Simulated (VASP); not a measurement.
# Yb (Fm-3m) in VASP: a series of runs

The runs below take Yb through single point, with LDA.

All numbers are computed with VASP 6.6.1; they aren't measurements. Logs are shortened: lines on timing, memory, paths and dates and some standing lists are left out, and cuts for length are marked.

## 1. The cell of the first run

Symmetry: Fm-3m, No. 225, cubic system. Conventional cell: a = 4.914 Å, b = 4.914 Å, c = 4.914 Å, α = 90.00°, β = 90.00°, γ = 90.00°. Within 4.6 Å of Yb (site symmetry m-3m) lie 12 Yb at 3.47 Å.

## 2. Single point, LDA

Contents of INCAR:

```
SYSTEM = Yb
ALGO     = Normal         ! electronic algorithm
EDIFF    = 1E-6           ! SCF threshold, eV
ENCUT    = 520            ! plane-wave cutoff, eV
GGA      = CA             ! functional
ISIF     = 2              ! what is computed and relaxed
ISMEAR   = 0              ! smearing method
LASPH    = .True.         ! aspherical terms in the spheres
LCHARG   = .False.        ! write CHGCAR
LREAL    = .False.        ! projectors in reciprocal space
LWAVE    = .False.        ! write WAVECAR
NBANDS   = 18             ! bands
NELM     = 80             ! most SCF steps
PREC     = Accurate       ! precision mode
SIGMA    = 0.01           ! smearing width, eV
```

Contents of KPOINTS:

```
k-points
0
Gamma
  11 11 11
  0 0 0
```

Contents of POSCAR:

```
Yb
1.0
    0.0000000000      2.4569516026      2.4569516026
    2.4569516026      0.0000000000      2.4569516026
    2.4569516026      2.4569516026      0.0000000000
Yb
1
Direct
    0.0000000000      0.0000000000      0.0000000000
```

Potentials or basis: VASP PAW PBE potentials, release 64 (Yb).

Command:

```sh
$ cat potpaw_PBE.64/Yb/POTCAR > POTCAR
$ mpirun -np 1 vasp_std > vasp.out
```

OUTCAR:

```text
SYSTEM = Yb
   EDIFF = 1E-6
   ENCUT = 520
   GGA = CA
   ISIF = 2
   ISMEAR = 0
   LASPH = .True.
   LREAL = .False.
   NELM = 80
   PREC = Accurate

 ion  position               nearest neighbor table
   1  0.000  0.000  0.000-

  LATTYP: Found a face centered cubic cell.
 ALAT       =     4.9139032052

  Lattice vectors:

 A1 = (   0.0000000000,   2.4569516026,   2.4569516026)
 A2 = (   2.4569516026,   0.0000000000,   2.4569516026)
 A3 = (   2.4569516026,   2.4569516026,   0.0000000000)

Analysis of symmetry for initial positions (statically):
=====================================================================
 Subroutine PRICEL returns:
 Original cell was already a primitive cell.

 Routine SETGRP: Setting up the symmetry group for a
 face centered cubic supercell.

 Subroutine GETGRP returns: Found 48 space group operations
 (whereof 48 operations were pure point group operations)
 out of a pool of 48 trial point group operations.

The static configuration has the point symmetry O_h .

Analysis of symmetry for dynamics (positions and initial velocities):
=====================================================================
 Subroutine PRICEL returns:
 Original cell was already a primitive cell.

 Routine SETGRP: Setting up the symmetry group for a
 face centered cubic supercell.

 Subroutine GETGRP returns: Found 48 space group operations
 (whereof 48 operations were pure point group operations)
 out of a pool of 48 trial point group operations.

The dynamic configuration has the point symmetry O_h .

 Subroutine INISYM returns: Found 48 space group operations
 (whereof 48 operations are pure point group operations),
 and found     1 'primitive' translations

----------------------------------------------------------------------------------------

                                     Primitive cell

  volume of cell :      29.6633

  direct lattice vectors                    reciprocal lattice vectors
     0.000000000  2.456951603  2.456951603    -0.203504212  0.203504212  0.203504212
     2.456951603  0.000000000  2.456951603     0.203504212 -0.203504212  0.203504212
     2.456951603  2.456951603  0.000000000     0.203504212  0.203504212 -0.203504212

  length of vectors
     3.474654278  3.474654278  3.474654278     0.352479635  0.352479635  0.352479635
[... 73 lines left out ...]
   ISPIN  =      1    spin polarized calculation?
   LNONCOLLINEAR =      F non collinear calculations
   LSORBIT =      F    spin-orbit coupling
   LASPH  =      T    aspherical Exc in radial PAW
   ENCUT  =  520.0 eV  38.22 Ry    6.18 a.u.   6.46  6.46  6.46*2*pi/ulx,y,z
   NELM   =     80;   NELMIN=  2; NELMDL= -5     # of ELM steps
   EDIFF  = 0.1E-05   stopping-criterion for ELM
   LREAL  =      F    real-space projection
   EDIFFG = 0.1E-04   stopping-criterion for IOM
   NSW    =      0    number of steps for IOM
   IBRION =     -1    ionic relax: 0-MD 1-quasi-New 2-CG
   NFREE  =      0    steps in history (QN), initial steepest desc. (CG)
   ISIF   =      2    stress and relaxation
   ISYM   =      2    0-nonsym 1-usesym 2-fastsym
   POTIM  = 0.5000    time-step for ionic-motion
   TEBEG  =    0.0;   TEEND  =   0.0 temperature during run
   PSTRESS=    0.0 pullay stress
   NELECT =      24.0000    total number of electrons
   NUPDOWN=      -1.0000    fix difference up-down
   EMIN   =  10.00;   EMAX   =-10.00  energy-range for DOS
   EFERMI =   0.00;   METHOD = LEGACY
   ISMEAR =     0;   SIGMA  =   0.01  broadening in eV -4-tet -1-fermi 0-gaus
   EFERMI_NEDOS =   21; number of points for ismear=-14 and -15
   IALGO  =     38    algorithm
   IMIX   =      4    mixing-type and parameters
     AMIX     =   0.40;   BMIX     =  1.00
     AMIX_MAG =   1.60;   BMIX_MAG =  1.00
  volume/ion in A,a.u.               =      29.66       200.18
  Fermi-wavevector in a.u.,A,eV,Ry     =   1.525476  2.882731 31.661795  2.327076
  Thomas-Fermi vector in A             =   2.633641
   LORBIT       =      0    0 simple, 1 ext, 2 COOP (PROOUT), +10 PAW based schemes
   GGA     = CA    functional components
   LHFCALC =     F    Hartree Fock is set to
   AEXX    =    0.0000 exact exchange contribution
   IVDW    =     0    specifies the selected vdW correction
   LEPSILON=     F    determine dielectric tensor
   LRPA    =     F    only Hartree local field effects (RPA)
 non-spin polarized calculation
 Gauss-broadening in eV      SIGMA  =   0.01
  energy-cutoff  :      520.00
  volume of cell :       29.66
 maximum number of plane-waves:       821
 NGX is ok and might be reduce to    28
   NGX = 13   NGY = 13   NGZ = 13

 number of electron      24.0000001 magnetization

 Free energy of the ion-electron system (eV)
  ---------------------------------------------------
  ext. energy  EPLUGINS =         0.00000000
  ---------------------------------------------------
  free energy    TOTEN  =        -4.17908400 eV

  energy without entropy =       -4.17900296  energy(sigma->0) =       -4.17904348

 E-fermi :   1.8470     XC(G=0): -10.6666

 val. band max:        1.8121291993   @ k =  -0.3636   0.3636   0.0909
 cond. band min:       1.8517516055   @ k =  -0.2727   0.4545   0.1818
 fundamental gap:      0.0396224063
 Fermi energy:         1.8469822746

 k-point     1 :       0.0000    0.0000    0.0000
  band No.  band energies     occupation
      1     -49.3924      2.00000
      2     -21.6059      2.00000
      3     -21.6059      2.00000
      4     -21.6059      2.00000
      5      -3.6175      2.00000
      6       1.2923      2.00000
[... 481 lines left out ...]
      5      -1.3951      2.00000
      6       1.3244      2.00000
[... 10 lines left out ...]
     17       8.6876      0.00000
     18      13.2408      0.00000

 [... further k-points ...]

------------------------ aborting loop because EDIFF is reached ----------------------------------------

  FORCE on cell =-STRESS in cart. coord.  units (eV):
  Direction    XX          YY          ZZ          XY          YZ          ZX
  --------------------------------------------------------------------------------------
  -------------------------------------------------------------------------------------
  Total       -0.0155067     -0.0155067     -0.0155067     -0.0000000     -0.0000000      0.0000000
  in kB       -0.8375515     -0.8375515     -0.8375515     -0.0000000     -0.0000000      0.0000000
  external PRESSURE =      -0.8375515 kB  Pullay stress =       0.0000000 kB

 VOLUME and BASIS-vectors are now :
 -----------------------------------------------------------------------------
  energy-cutoff  :      520.00
  volume of cell :       29.66
      direct lattice vectors                 reciprocal lattice vectors
     0.000000000  2.456951603  2.456951603    -0.203504212  0.203504212  0.203504212
     2.456951603  0.000000000  2.456951603     0.203504212 -0.203504212  0.203504212
     2.456951603  2.456951603  0.000000000     0.203504212  0.203504212 -0.203504212

 POSITION                                       TOTAL-FORCE (eV/Angst)
 -----------------------------------------------------------------------------------
      0.00000      0.00000      0.00000         0.000000     -0.000000     -0.000000
 -----------------------------------------------------------------------------------
    total drift:                               -0.000000     -0.000000      0.000000

  FREE ENERGIE OF THE ION-ELECTRON SYSTEM (eV)
  ---------------------------------------------------
  free  energy   TOTEN  =        -4.1790839975 eV

  energy  without entropy=       -4.1790029607  energy(sigma->0) =       -4.17904348
```

stdout:

```text
POSCAR found type information on POSCAR Yb
 POSCAR found :  1 types and       1 ions
 scaLAPACK will be used
 -----------------------------------------------------------------------------
|                                                                             |
|                                                                             |
|     You enforced a specific xc type in the INCAR file but a different       |
|     I HOPE YOU KNOW WHAT YOU ARE DOING!                                     |
|                                                                             |
 -----------------------------------------------------------------------------

 LDA part: xc-table for (Slater(with rela. corr.)+CA(PZ))
 , standard interpolation
 POSCAR, INCAR and KPOINTS ok, starting setup
 FFT: planning ... GRIDC
 FFT: planning ... GRID_SOFT
 FFT: planning ... GRID
 WAVECAR not read
 entering main loop
```

It took 29 s on 1 thread of AMD EPYC 9R45 (Zen 5), shared host; peak memory 0.14 GiB.

What came out:

```yaml
Free_energy: -4.1791 eV
Pressure: -0.1 GPa
Band_gap_on_the_k_mesh: zero (bands 12 and 13 overlap by 0.14 eV)
```

Levels at points of the mesh, in eV from the Fermi level:
```
           k point  band 10  band 11  band 12  band 13  band 14  band 15
(0.00, 0.00, 0.00)    -0.25    -0.25    -0.25     2.99     2.99     2.99
```

Caveat: the PAW data sets were made with another functional, which shifts forces and pressure a little; spin-orbit coupling is left out, which moves the levels of the heavy elements. Spin polarisation is off, so any magnetic state and its effect on volume and gap are missing.

(Part 1 of 2 ends here.)
